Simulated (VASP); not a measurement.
# I (Cmce) in VASP: single point with PBE+D3(BJ)

Aim: the single point of I with PBE+D3(BJ).

Everything below comes from runs of VASP 6.6.1. Logs are shortened: lines on timing, memory, paths and dates and some standing lists are left out, and cuts for length are marked.

## Step 1: The cell of the first run

It takes space group Cmce (No. 64, orthorhombic). The conventional cell has a = 7.343 Å, b = 4.482 Å, c = 9.653 Å, α = 90.00°, β = 90.00°, γ = 90.00°. Within 3.8 Å of I (site symmetry m) lie 4 I at 2.82 to 3.78 Å.

## Step 2: Single point, PBE+D3(BJ)

Input file INCAR:

```
ALGO     = Normal         # electronic algorithm
EDIFF    = 1E-6           # SCF threshold, eV
ENCUT    = 520            # plane-wave cutoff, eV
GGA      = PE             # functional
ISIF     = 2              # what is computed and relaxed
ISMEAR   = 0              # smearing method
IVDW     = 12             # dispersion correction
LASPH    = True           # aspherical terms in the spheres
LCHARG   = False          # write CHGCAR
LREAL    = False          # projectors in reciprocal space
LWAVE    = False          # write WAVECAR
NBANDS   = 22             # bands
NELM     = 100            # most SCF steps
PREC     = Accurate       # precision mode
SIGMA    = 0.02           # smearing width, eV
```

Input file KPOINTS:

```
k-points
0
Gamma
  8 8 4
```

Input file POSCAR:

```
I
1.0
    3.6715093624     -2.2410687694      0.0000000000
    3.6715093624      2.2410687694      0.0000000000
    0.0000000000      0.0000000000      9.6534869506
I
4
Direct
    0.8289227814      0.1710772186      0.1224043964
    0.6710772186      0.3289227814      0.6224043964
    0.1710772186      0.8289227814      0.8775956036
    0.3289227814      0.6710772186      0.3775956036
```

Potentials or basis: VASP PAW PBE potentials, release 64 (I).

On the command line:

```bash
$ cat potpaw_PBE.64/I/POTCAR > POTCAR
$ mpirun -np 1 vasp_std > vasp.out
```

OUTCAR:

```text
EDIFF = 1E-6
   ENCUT = 520
   GGA = PE
   ISIF = 2
   ISMEAR = 0
   IVDW = 12
   LASPH = True
   LREAL = False
   NELM = 100
   PREC = Accurate
 IVDW          = 12

 ion  position               nearest neighbor table
   1  0.829  0.171  0.122-   3 2.82   4 3.33   4 3.33
   2  0.671  0.329  0.622-   4 2.82   3 3.33   3 3.33
   3  0.171  0.829  0.878-   1 2.82   2 3.33   2 3.33
   4  0.329  0.671  0.378-   2 2.82   1 3.33   1 3.33

  LATTYP: Found a base centered orthorhombic cell.
 ALAT       =     4.4821375388
 B/A-ratio  =     1.6382850060
 C/A-ratio  =     2.1537685685

  Lattice vectors:

 A1 = (  -3.6715093624,  -2.2410687694,   0.0000000000)
 A2 = (   3.6715093624,  -2.2410687694,   0.0000000000)
 A3 = (   0.0000000000,   0.0000000000,   9.6534869506)

Analysis of symmetry for initial positions (statically):
=====================================================================
 Subroutine PRICEL returns:
 Original cell was already a primitive cell.

 Routine SETGRP: Setting up the symmetry group for a
 base centered orthorhombic supercell.

 Subroutine GETGRP returns: Found  8 space group operations
 (whereof  4 operations were pure point group operations)
 out of a pool of  8 trial point group operations.

The static configuration has the point symmetry C_2h.
 The point group associated with its full space group is D_2h.

Analysis of symmetry for dynamics (positions and initial velocities):
=====================================================================
 Subroutine PRICEL returns:
 Original cell was already a primitive cell.

 Routine SETGRP: Setting up the symmetry group for a
 base centered orthorhombic supercell.

 Subroutine GETGRP returns: Found  8 space group operations
 (whereof  4 operations were pure point group operations)
 out of a pool of  8 trial point group operations.

The dynamic configuration has the point symmetry C_2h.
 The point group associated with its full space group is D_2h.

 Subroutine INISYM returns: Found  8 space group operations
 (whereof  4 operations are pure point group operations),
 and found     1 'primitive' translations

----------------------------------------------------------------------------------------

                                     Primitive cell

  volume of cell :     158.8598

  direct lattice vectors                    reciprocal lattice vectors
     3.671509362 -2.241068769  0.000000000     0.136183774 -0.223107834  0.000000000
     3.671509362  2.241068769  0.000000000     0.136183774  0.223107834  0.000000000
     0.000000000  0.000000000  9.653486951     0.000000000  0.000000000  0.103589512

  length of vectors
     4.301438158  4.301438158  9.653486951     0.261386928  0.261386928  0.103589512

  position of ions in fractional coordinates (direct lattice)
     0.828922781  0.171077219  0.122404396
     0.671077219  0.328922781  0.622404396
     0.171077219  0.828922781  0.877595604
     0.328922781  0.671077219  0.377595604

  ion indices of the primitive-cell ions
   primitive index   ion index
                 1           1
                 2           2
                 3           3
                 4           4

----------------------------------------------------------------------------------------

 KPOINTS: k-points

Automatic generation of k-mesh.
 Grid dimensions read from file:
 generate k-points for:    8    8    4

 Generating k-lattice:

  Cartesian coordinates                     Fractional coordinates (reciprocal lattice)
     0.017022972 -0.027888479  0.000000000     0.125000000 -0.000000000  0.000000000
     0.017022972  0.027888479  0.000000000    -0.000000000  0.125000000  0.000000000
     0.000000000  0.000000000  0.025897378     0.000000000  0.000000000  0.250000000

  Length of vectors
     0.032673366  0.032673366  0.025897378

  Shift w.r.t. Gamma in fractional coordinates (k-lattice)
     0.000000000  0.000000000  0.000000000

 Subroutine IBZKPT returns following result:
 ===========================================

 Found     63 irreducible k-points:

 Following reciprocal coordinates:
            Coordinates               Weight
  0.000000  0.000000  0.000000      1.000000
  0.125000 -0.000000  0.000000      4.000000
  0.250000 -0.000000  0.000000      4.000000
  0.375000 -0.000000  0.000000      4.000000
  0.500000 -0.000000  0.000000      2.000000
  0.125000  0.125000  0.000000      2.000000
[... 16 lines left out ...]
  0.125000 -0.000000  0.250000      8.000000
  0.250000 -0.000000  0.250000      8.000000
 [... further k-points ...]
   k-points           NKPTS =     63   k-points in BZ     NKDIM =     63   number of bands    NBANDS=     22
   number of dos      NEDOS =    301   number of ions     NIONS =      4
   total plane-waves  NPLWV =  73728
   dimension x,y,z NGX =    32 NGY =   32 NGZ =   72
   dimension x,y,z NGXF=    64 NGYF=   64 NGZF=  144
   ions per type =               4
   NGX,Y,Z   is equivalent  to a cutoff of  12.37, 12.37, 12.40 a.u.
   NGXF,Y,Z  is equivalent  to a cutoff of  24.74, 24.74, 24.80 a.u.
 SYSTEM =  unknown system
   PREC   = accura    normal or accurate (medium, high low for compatibility)
   ISTART =      0    job   : 0-new  1-cont  2-samecut
   ICHARG =      2    charge: 1-file 2-atom 10-const
   ISPIN  =      1    spin polarized calculation?
   LNONCOLLINEAR =      F non collinear calculations
   LSORBIT =      F    spin-orbit coupling
   LASPH  =      T    aspherical Exc in radial PAW
   ENCUT  =  520.0 eV  38.22 Ry    6.18 a.u.   8.00  8.00 17.95*2*pi/ulx,y,z
   NELM   =    100;   NELMIN=  2; NELMDL= -5     # of ELM steps
   EDIFF  = 0.1E-05   stopping-criterion for ELM
   LREAL  =      F    real-space projection
   EDIFFG = 0.1E-04   stopping-criterion for IOM
   NSW    =      0    number of steps for IOM
   IBRION =     -1    ionic relax: 0-MD 1-quasi-New 2-CG
   NFREE  =      0    steps in history (QN), initial steepest desc. (CG)
   ISIF   =      2    stress and relaxation
   ISYM   =      2    0-nonsym 1-usesym 2-fastsym
   POTIM  = 0.5000    time-step for ionic-motion
   TEBEG  =    0.0;   TEEND  =   0.0 temperature during run
   PSTRESS=    0.0 pullay stress
   NELECT =      28.0000    total number of electrons
   NUPDOWN=      -1.0000    fix difference up-down
   EMIN   =  10.00;   EMAX   =-10.00  energy-range for DOS
   EFERMI =   0.00;   METHOD = LEGACY
   ISMEAR =     0;   SIGMA  =   0.02  broadening in eV -4-tet -1-fermi 0-gaus
   EFERMI_NEDOS =   21; number of points for ismear=-14 and -15
   IALGO  =     38    algorithm
   IMIX   =      4    mixing-type and parameters
     AMIX     =   0.40;   BMIX     =  1.00
     AMIX_MAG =   1.60;   BMIX_MAG =  1.00
  volume/ion in A,a.u.               =      39.71       268.01
  Fermi-wavevector in a.u.,A,eV,Ry     =   0.917888  1.734556 11.463148  0.842518
  Thomas-Fermi vector in A             =   2.042907
   LORBIT       =      0    0 simple, 1 ext, 2 COOP (PROOUT), +10 PAW based schemes
   GGA     = PE    functional components
   LHFCALC =     F    Hartree Fock is set to
   AEXX    =    0.0000 exact exchange contribution
   IVDW    =    12    specifies the selected vdW correction
   LEPSILON=     F    determine dielectric tensor
   LRPA    =     F    only Hartree local field effects (RPA)
 non-spin polarized calculation
 Gauss-broadening in eV      SIGMA  =   0.02
  energy-cutoff  :      520.00
  volume of cell :      158.86
 maximum number of plane-waves:      4318
   NGX = 15   NGY = 15   NGZ = 35

 number of electron      28.0000002 magnetization

 Free energy of the ion-electron system (eV)
  ---------------------------------------------------
  ext. energy  EPLUGINS =         0.00000000
  ---------------------------------------------------
  free energy    TOTEN  =        -5.95133564 eV

  energy without entropy =       -5.95133564  energy(sigma->0) =       -5.95133564

 E-fermi :   3.4129     XC(G=0):  -8.3585

 val. band max:        3.3055687450   @ k =   0.5000  -0.0000   0.5000
 cond. band min:       4.1500599306   @ k =   0.5000   0.3750   0.0000
 fundamental gap:      0.8444911857
 Fermi energy:         3.4128515683

 k-point     1 :       0.0000    0.0000    0.0000
  band No.  band energies     occupation
      1     -10.3756      2.00000
      2      -9.5649      2.00000
      3      -8.8337      2.00000
      4      -7.4078      2.00000
      5      -1.3593      2.00000
      6       0.2501      2.00000
[... 14 lines left out ...]
     21      10.2940      0.00000
     22      11.1032      0.00000

 k-point     2 :       0.1250   -0.0000    0.0000
  band No.  band energies     occupation
      1     -10.3031      2.00000
      2      -9.5365      2.00000
      3      -8.7801      2.00000
      4      -7.4715      2.00000
      5      -1.3313      2.00000
      6       0.0591      2.00000
[... 14 lines left out ...]
     21      10.4343      0.00000
     22      10.5516      0.00000

 k-point     3 :       0.2500   -0.0000    0.0000
  band No.  band energies     occupation
      1     -10.1025      2.00000
      2      -9.4781      2.00000
      3      -8.6334      2.00000
      4      -7.6540      2.00000
      5      -1.3438      2.00000
      6      -0.5859      2.00000
[... 14 lines left out ...]
     21      10.6366      0.00000
     22      11.1177      0.00000
[... 476 lines left out ...]
 k-point    23 :       0.1250   -0.0000    0.2500
  band No.  band energies     occupation
      1     -10.2347      2.00000
      2      -9.7439      2.00000
      3      -8.5023      2.00000
      4      -7.6299      2.00000
      5      -1.1748      2.00000
      6      -0.2709      2.00000
[... 14 lines left out ...]
     21      10.3907      0.00000
     22      10.4701      0.00000

 k-point    24 :       0.2500   -0.0000    0.2500
  band No.  band energies     occupation
      1     -10.0424      2.00000
      2      -9.6304      2.00000
      3      -8.4328      2.00000
      4      -7.7701      2.00000
      5      -1.2769      2.00000
      6      -0.7049      2.00000
[... 14 lines left out ...]
     21      10.4171      0.00000
     22      10.8153      0.00000

 [... further k-points ...]

------------------------ aborting loop because EDIFF is reached ----------------------------------------

 Edisp (eV)   -1.30833

 E8    (eV) :    -0.5854

  FORCE on cell =-STRESS in cart. coord.  units (eV):
  Direction    XX          YY          ZZ          XY          YZ          ZX
  --------------------------------------------------------------------------------------
  -------------------------------------------------------------------------------------
  Total       0.01822    -0.03615    -0.07503     0.00000    -0.00000     0.00000
  in kB       0.18373    -0.36455    -0.75673     0.00000    -0.00000     0.00000
  external pressure =       -0.31 kB  Pullay stress =        0.00 kB

 VOLUME and BASIS-vectors are now :
 -----------------------------------------------------------------------------
  energy-cutoff  :      520.00
  volume of cell :      158.86
      direct lattice vectors                 reciprocal lattice vectors
     3.671509362 -2.241068769  0.000000000     0.136183774 -0.223107834  0.000000000
     3.671509362  2.241068769  0.000000000     0.136183774  0.223107834  0.000000000
     0.000000000  0.000000000  9.653486951     0.000000000  0.000000000  0.103589512

 POSITION                                       TOTAL-FORCE (eV/Angst)
 -----------------------------------------------------------------------------------
      3.67151     -1.47428      1.18163         0.000000     -0.009646     -0.010174
      3.67151     -0.76679      6.00837         0.000000      0.009646     -0.010174
      3.67151      1.47428      8.47186         0.000000      0.009646      0.010174
      3.67151      0.76679      3.64511         0.000000     -0.009646      0.010174
 -----------------------------------------------------------------------------------
    total drift:                               -0.000000      0.000000      0.000000

  FREE ENERGIE OF THE ION-ELECTRON SYSTEM (eV)
  ---------------------------------------------------
  free  energy   TOTEN  =        -7.2596676871 eV

  energy  without entropy=       -7.2596676871  energy(sigma->0) =       -7.25966769
```

Wall time 2.8 min (1 thread of Intel Xeon Platinum 8375C at 2.90GHz (Ice Lake), shared host); peak memory 0.35 GiB.

What came out:

* Free energy: -7.2597 eV
* Pressure: 0.0 GPa
* Largest force: 0.014 eV/Å
* Band gap on the k mesh: 0.84 eV (least direct gap 1.15 eV)
* Dispersion energy per atom: -0.327 eV

Forces on the atoms (eV/Å):
```
I    0.000 -0.010 -0.010
I    0.000  0.010 -0.010
I    0.000  0.010  0.010
I    0.000 -0.010  0.010
```

Caveat: spin-orbit coupling is left out, which moves the levels of the heavy elements. As with any semilocal functional, this PBE gap is likely too small.
